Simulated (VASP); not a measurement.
Wanted: the native input for a VASP 6.6.1 run.

* Task: single point
* Functional: PBE-based screened hybrid
* Potentials or basis: VASP PAW PBE potentials, release 64 (Si)
* Cutoff: 520 eV
* k mesh: 4 × 4 × 4
* Occupations: gaussian, width 0.01 eV
* Spin: no spin polarisation
* Dipole correction: no
* Grid for exact exchange (PRECFOCK): Normal
* Share of exact exchange: 0.15
* Further INCAR settings: ALGO = Normal; EDIFF = 1e-06; NBANDS = 11
* Screening parameter: 0.3 1/Å

The system is Si.

```
Si
1.0
     0.00000    2.72212    2.72212
     2.72212    0.00000    2.72212
     2.72212    2.72212    0.00000
Si
2
Direct
  0.00000 0.00000 0.00000
  0.25000 0.25000 0.25000
```

One way to write it, as run:

POSCAR

```
Si
1.0
    0.0000000000      2.7221188962      2.7221188962
    2.7221188962      0.0000000000      2.7221188962
    2.7221188962      2.7221188962      0.0000000000
Si
2
Direct
    0.0000000000      0.0000000000      0.0000000000
    0.2500000000      0.2500000000      0.2500000000
```

INCAR.step1

```
PREC = Accurate ; ENCUT = 520
EDIFF = 1E-5 ; ISMEAR = 0
SIGMA = 0.01 ; LREAL = False
LASPH = True ; NELM = 60
ALGO = Normal ; ISIF = 2
LWAVE = True ; GGA = PE
NBANDS = 11
```

INCAR.step2

```
PREC = Accurate ; ENCUT = 520
EDIFF = 1E-6 ; ISMEAR = 0
SIGMA = 0.01 ; LREAL = False
LASPH = True ; NELM = 60
ALGO = Normal ; ISIF = 2
LWAVE = False ; LCHARG = True
GGA = PE ; LHFCALC = True
AEXX = 0.15 ; HFSCREEN = 0.3
PRECFOCK = Normal ; LELF = True
LVHAR = True ; ISTART = 1
NBANDS = 11
```

KPOINTS

```
regular mesh
0
Gamma
  4 4 4
```

Potentials or basis: VASP PAW PBE potentials, release 64 (Si).

The run is started by

```sh
$ cat potpaw_PBE.64/Si/POTCAR > POTCAR
$ cp INCAR.step1 INCAR
$ mpirun -np 1 vasp_std > vasp.out
$ cp INCAR.step2 INCAR
$ mpirun -np 1 vasp_std > vasp.out
```

It gave:

| Property | Result |
| --- | --- |
| Pressure | 0.9 GPa |
| Band gap on the k mesh | 0.98 eV, indirect (least direct gap 2.91 eV) |

Caveat: the k points lie up to 0.50 Å⁻¹ apart; the PAW data sets were made with another functional, which shifts forces and pressure a little.

It took 88 s on 1 thread of Intel(R) Xeon(R) Platinum 8259CL CPU @ 2.50GHz (Skylake/Cascade Lake), with other jobs on the host, peak memory 0.25 GiB.
